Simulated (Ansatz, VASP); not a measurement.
One calculation of Si, two programs

```
CELL_PARAMETERS angstrom
0.00000 5.43000 5.43000
5.43000 0.00000 5.43000
5.43000 5.43000 0.00000
ATOMIC_POSITIONS crystal
Si 0.99988 0.99966 0.00026
Si 0.12459 0.12393 0.12502
Si 0.00291 0.00253 0.49732
Si 0.12459 0.12399 0.62650
Si 0.00293 0.49656 0.00325
Si 0.12393 0.62607 0.12508
Si 0.00286 0.49662 0.49739
Si 0.13151 0.62245 0.62308
Si 0.49708 0.00237 0.00309
Si 0.62620 0.12347 0.12521
Si 0.49707 0.00236 0.49753
Si 0.62294 0.13103 0.62304
Si 0.49636 0.49605 0.00382
Si 0.62269 0.62214 0.13156
Si 0.50010 0.49962 0.50013
Si 0.62263 0.62215 0.62366
Si 0.75002 0.74931 0.75036
```

Alike in both runs: functional PBE; dispersion D3(BJ); k mesh 2 × 2 × 2; occupations gaussian, width 0.05 eV; no spin polarisation.

Ansatz relaxed the structure, and its values are those at the end. VASP's run is a single point on that final structure, the one shown.

|  | VASP | Ansatz |
| --- | --- | --- |
| version | VASP 6.6.1 | Ansatz 0.2.0 |
| potentials or method | VASP PAW PBE potentials, release 64 (Si), cutoff 520 eV | scalar-relativistic, plane waves, PAW |
| valence electrons in the cell | 68 | 68 |

|  | VASP | Ansatz | Ansatz less VASP |
| --- | --- | --- | --- |
| rms of the force components (eV/Å) | 0.008 | 0.007 | -0.0006 |

The k mesh is coarse, so the values compare programs but aren't converged.
